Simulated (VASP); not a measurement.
A run of VASP 6.6.1 is set up as follows.

INCAR

```
AGGAC    = 1.0          
AGGAX    = 1.0          
ALDAC    = 0.0          
ALDAX    = 1.0          
ALGO     = Normal         # electronic algorithm
EDIFF    = 1E-6           # SCF threshold, eV
ENCUT    = 520            # plane-wave cutoff, eV
GGA      = B5             # functional
ISIF     = 2              # what is computed and relaxed
ISMEAR   = -1             # smearing method
ISPIN    = 2              # spin polarisation
LASPH    = T              # aspherical terms in the spheres
LCHARG   = F              # write CHGCAR
LMAXMIX  = 4              # l up to which the mixer works
LORBIT   = 11             # projections on sites
LREAL    = F              # projectors in reciprocal space
LWAVE    = F              # write WAVECAR
MAGMOM   = 1 1 0 0        # initial moments
NBANDS   = 26             # bands
NELM     = 150            # most SCF steps
PREC     = Accurate       # precision mode
SIGMA    = 0.05           # smearing width, eV
```

The input KPOINTS:

```
k-points
0
Gamma
  9 8 6
```

Contents of POSCAR:

```
SiNi
1.0
    3.1589289626      0.0000000000      0.0000000000
    0.0000000000      3.3457269668      0.0000000000
    0.0000000000      0.0000000000      4.7205375301
Ni Si
2 2
Direct
    0.5000000000      0.5000000000      0.3372033186
    0.0000000000      0.0000000000      0.6627966814
    0.5000000000      0.5000000000      0.8380682415
    0.0000000000      0.0000000000      0.1619317585
```

Potentials or basis: VASP PAW PBE potentials, release 64 (Ni, Si).

Launch:

```console
$ cat potpaw_PBE.64/Ni/POTCAR potpaw_PBE.64/Si/POTCAR > POTCAR
$ mpirun -np 1 vasp_std > vasp.out
```

Q: Predict the largest force.

A: 0.015 eV/Å.

Q: Estimate the pressure.

A: 0.6 GPa.

Q: What does it give for the band gap on the k mesh?

A: Zero (filled and empty bands overlap).

Q: What does it give for the net moment?

A: 0.00 μB per cell.

Forces in eV/Å, atoms in the order of the input:
```
Ni   0.000  0.000  0.015
Ni   0.000  0.000 -0.015
Si   0.000  0.000  0.007
Si   0.000  0.000 -0.007
```

Caveat: the PAW data sets were made with another functional, which shifts forces and pressure a little.
